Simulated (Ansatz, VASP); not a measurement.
## Rh in VASP and in Ansatz

File INCAR:

```
SYSTEM = Rh
  PREC = Accurate
  ENCUT = 500
  EDIFF = 1E-7
  ISMEAR = 0
  SIGMA = 0.1
  LREAL = .FALSE.
  LASPH = .TRUE.
  NELM = 120
  ALGO = Normal
  ISIF = 3
  LWAVE = .FALSE.
  LCHARG = .FALSE.
  GGA = PS
  IBRION = 2
  NSW = 90
  EDIFFG = -0.04
  GGA_COMPAT = .FALSE.
  NELMIN = 4
```

The input KPOINTS:

```
Automatic mesh
0
G
  6 6 6
  0 0 0
```

The input POSCAR:

```
Rh
1.0
    4.4895314866      0.0000000000      0.0000000000
   -2.2447657433      3.8880483185      0.0000000000
    0.0000000000      0.0000000000      2.7522779983
Rh
3
Direct
    0.0000000000      0.0000000000      0.0000000000
    0.3333333333      0.6666666667      0.5000000000
    0.6666666667      0.3333333333      0.5000000000
```

Input for Ansatz:

```yaml
crystal:
  lattice:
    - [4.4895314866, 0.0, 0.0]
    - [-2.2447657433, 3.8880483185, 0.0]
    - [0.0, 0.0, 2.7522779983]
  atoms:
    - { symbol: Rh, position: [0.0, 0.0, 0.0] }
    - { symbol: Rh, position: [0.3333333333, 0.6666666667, 0.5] }
    - { symbol: Rh, position: [0.6666666667, 0.3333333333, 0.5] }
basis:
  ecutwfc: 420
kpoints:
  mp_grid: { grid: [6, 6, 6] }
hamiltonian:
  xc: pbesol
scf:
  occupations: { method: gaussian, width: 0.1 }
  lower_state_search: "off"
output:
  forces: true
  stress: true
  eigenvalues: true
relax:
  adjacent_minimum: "off"
  f_tol: 0.04
  max_steps: 70
  cell: { stress_tol: 0.4 }
```

Alike in both runs: task relaxation of cell and atoms; functional PBEsol; k mesh 6 × 6 × 6; occupations gaussian, width 0.1 eV; no spin polarisation.

|  | VASP | Ansatz |
| --- | --- | --- |
| version | VASP 6.6.1 | Ansatz 0.2.0 |
| potentials or method | VASP PAW PBE potentials, release 64 (Rh_pv), cutoff 500 eV | scalar-relativistic, plane waves, PAW |
| valence electrons in the cell | 45 | 51 |

|  | VASP | Ansatz | Ansatz less VASP |
| --- | --- | --- | --- |
| gap on the k mesh at the Fermi level, each at its own relaxed structure (eV) | none | none | - |
| relaxed volume (Å³/atom) | 13.89 | 13.89 | +0.003 |
| relaxed length of the cell vector where the two differ most in proportion (Å) | 2.647 | 2.645 | -0.0016 |

VASP's potentials were made for PBE, not for PBEsol. A gap of «none» marks a metal or a gap that the smearing closes. VASP's potentials hold 45 valence electrons a cell and Ansatz's 51, so a difference there can come from the potentials and not from the codes.

The k mesh is coarse, so the values compare programs but aren't converged.
